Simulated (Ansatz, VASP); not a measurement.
**One calculation of Mg, two programs**

File INCAR:

```
ALGO = Normal ; EDIFF = 1E-6
ENCUT = 520 ; ISIF = 2
ISMEAR = 1 ; LASPH = True
LCHARG = True ; LELF = True
LREAL = False ; LVHAR = True
LWAVE = False ; NBANDS = 9
NELM = 80 ; PREC = Accurate
SIGMA = 0.03
```

The input KPOINTS:

```
k-points
0
Gamma
  12 12 6
```

POSCAR

```
Mg
1.0
    3.1325008903      0.0000000000      0.0000000000
   -1.5662504451      2.7128253484      0.0000000000
    0.0000000000      0.0000000000      5.0848940941
Mg
2
Direct
    0.3333333333      0.6666666667      0.2500000000
    0.6666666667      0.3333333333      0.7500000000
```

Input for Ansatz:

```yaml
crystal:
  lattice:
    - [3.1325008903, 0.0, 0.0]
    - [-1.5662504451, 2.7128253484, 0.0]
    - [0.0, 0.0, 5.0848940941]
  atoms:
    - { symbol: Mg, position: [0.3333333333, 0.6666666667, 0.25] }
    - { symbol: Mg, position: [0.6666666667, 0.3333333333, 0.75] }
hamiltonian:
  xc: lda
  pseudopotentials:
    kind: paw
    azcp:
      Mg: "pseudopotentials/Mg.paw.azcp"
basis:
  ecutwfc: 420
  fft_grid_basis: typed
kpoints:
  mp_grid: { grid: [12, 12, 6], shift: [0, 0, 0] }
magnetization:
  spin_polarized: false
scf:
  occupations: { method: methfessel_paxton, width: 0.03 }
  lower_state_search: "off"
output:
  stress: true
```

Alike in both runs: task single point; functional LDA; k mesh 12 × 12 × 6; occupations methfessel-paxton of order 1, width 0.03 eV; no spin polarisation.

```csv
,VASP,Ansatz
version,VASP 6.6.1,Ansatz 0.2.0
potentials or method,"VASP PAW LDA potentials, release 64 (Mg), cutoff 520 eV","plane waves (420 eV) with PAW, scalar-relativistic"
valence electrons in the cell,4,20
```

Ansatz gave:

| Quantity | Value |
| --- | --- |
| pressure (GPa) | 0.0 |
| traceless stress, the component that is largest in VASP (GPa) | -1.06 |

Task: Which values does VASP return?

Result: Pressure (GPa): -0.3; traceless stress, the component that is largest in VASP (GPa): -1.08.

Ansatz warns that its potentials were made for another functional, while VASP's fit it. LDA's correlation is that of Perdew and Zunger in VASP and of Perdew and Wang (1992) in Ansatz. VASP's potentials hold 4 valence electrons a cell and Ansatz's 20, so a difference there can come from the potentials and not from the codes.
